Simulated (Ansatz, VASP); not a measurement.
**Two plane-wave programs on InP**

```
In P
1.0
     0.00000    2.95632    2.95632
     2.95632    0.00000    2.95632
     2.95632    2.95632    0.00000
In P
1 1
Direct
  0.00000 0.00000 0.00000
  0.25000 0.25000 0.25000
```

Alike in both runs: task single point; functional PBE; k mesh 6 × 6 × 6; no spin polarisation.

|  | VASP | Ansatz |
| --- | --- | --- |
| version | VASP 6.6.1 | Ansatz 0.2.0 |
| potentials or method | VASP PAW PBE potentials, release 64 (In_d, P), cutoff 520 eV | plane waves, PAW |
| occupations | gaussian, width 0.01 eV | fixed |
| valence electrons in the cell | 18 | 18 |

Ansatz gave:

- pressure (GPa): 1.5

Task: What did VASP give for the same quantities?

Result: Pressure (GPa): 1.4.

Ansatz's warnings: stress scf threshold loose.
